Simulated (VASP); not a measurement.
Write the native input for VASP 6.6.1 that does the following.

```
Task                   : single point
Functional             : PBEsol
Potentials or basis    : VASP PAW PBE potentials, release 64 (Si, Ni)
Cutoff                 : 520 eV
k mesh                 : 8 × 12 × 8
Occupations            : gaussian, width 0.15 eV
Spin                   : no spin polarisation
Dipole correction      : no
Further INCAR settings : ALGO = Fast; EDIFF = 1e-06; NBANDS = 38
```

The structure of SiNi lies in POSCAR:

```
SiNi
1.0
    5.0878282843      0.0000000000      0.0000000000
    0.0000000000      3.4081380634      0.0000000000
    0.0000000000      0.0000000000      5.5278301702
Si Ni
4 4
Direct
    0.3214276657      0.7500000000      0.0865554855
    0.1785723343      0.2500000000      0.5865554855
    0.8214276657      0.7500000000      0.4134445145
    0.6785723343      0.2500000000      0.9134445145
    0.0093007310      0.2500000000      0.1873863638
    0.4906992690      0.7500000000      0.6873863638
    0.5093007310      0.2500000000      0.3126136362
    0.9906992690      0.7500000000      0.8126136362
```

This cell differs from its parent crystal: strain +0.0150 x Voigt [0, 1, 0, 0, 0, 0].

These files were run (other wordings do the same):

INCAR

```
SYSTEM = SiNi
  PREC = Accurate
  ENCUT = 520
  EDIFF = 1E-6
  ISMEAR = 0
  SIGMA = 0.15
  LREAL = .False.
  LASPH = .True.
  NELM = 60
  ALGO = Fast
  ISIF = 2
  LWAVE = .False.
  LCHARG = .True.
  GGA = PS
  LELF = .True.
  LVHAR = .True.
  NBANDS = 38
```

KPOINTS

```
regular mesh
0
Gamma
  8 12 8
  0 0 0
```

Potentials or basis: VASP PAW PBE potentials, release 64 (Si, Ni).

Launch:

```sh
$ cat potpaw_PBE.64/Si/POTCAR potpaw_PBE.64/Ni/POTCAR > POTCAR
$ mpirun -np 1 vasp_std > vasp.out
```

Results of the run:

```json
{
  "Pressure": "-3.2 GPa",
  "Largest force": "0.109 eV/Å",
  "Band gap on the k mesh": "zero (bands 28 and 29 overlap by 1.91 eV)"
}
```

Caveat: the cell differs from its parent crystal (strain +0.0150 x Voigt [0, 1, 0, 0, 0, 0]); the cell stands under tension; the PAW data sets were made with another functional, which shifts forces and pressure a little.

It took 18 min on 1 thread of Oxide Virtual Turin-like Processor, on a shared host, peak memory 0.53 GiB.
